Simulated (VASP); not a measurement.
Ge, 1 atom in the cell. Symmetry: Fm-3m, No. 225, cubic system. The conventional cell has a = 4.197 Å, b = 4.197 Å, c = 4.197 Å, α = 90.00°, β = 90.00°, γ = 90.00°. Ge (site symmetry m-3m) has 12 Ge at 2.97 Å within 3.9 Å. 

* Program: VASP 6.6.1
* Task: single point
* Functional: PBE
* Potentials or basis: VASP PAW PBE potentials, release 64 (Ge_d)
* Cutoff: 520 eV
* k mesh: 9 × 9 × 9
* Occupations: fermi-dirac, width 0.1 eV
* Spin: no spin polarisation
* Dipole correction: no
* Further INCAR settings: ALGO = Normal; EDIFF = 1e-07; NBANDS = 13

Potentials or basis: VASP PAW PBE potentials, release 64 (Ge_d).

Run with:

```console
$ cat potpaw_PBE.64/Ge_d/POTCAR > POTCAR
$ mpirun -np 1 vasp_std > vasp.out
```

Hardware: 1 thread of Intel Xeon 6975P-C, on a shared host.

Task: How long does it take, and how much memory?

Result: Run time: 4.4 s on 1 thread of Intel Xeon 6975P-C, on a shared host, peak memory 0.14 GiB. Counts: scf iterations 12, k points 35.
